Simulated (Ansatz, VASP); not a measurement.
**Si2Mo: VASP beside Ansatz**

```
Si Mo
1.0
    -1.60000    1.60000    3.93050
     1.60000   -1.60000    3.93050
     1.60000    1.60000   -3.93050
Si Mo
2 1
Direct
  0.33300 0.33300 0.00000
  0.66700 0.66700 0.00000
  0.00000 0.00000 0.00000
```

Alike in both runs: task single point; functional PBE; k mesh 13 × 13 × 13; occupations fermi-dirac, width 0.05 eV; no spin polarisation.

```csv
,VASP,Ansatz
version,VASP 6.6.1,Ansatz 0.2.0
potentials or method,"VASP PAW PBE potentials, release 64 (Si, Mo_sv), cutoff 520 eV","plane waves, PAW"
valence electrons in the cell,22,22
```

Ansatz gave:

```
pressure (GPa)                                                : 2.2
traceless stress, the component that is largest in VASP (GPa) : -0.81
```

Problem. Estimate VASP's values.

Solution. Pressure (GPa): 2.4; traceless stress, the component that is largest in VASP (GPa): -0.82.

Ansatz's warnings: stress scf threshold loose.
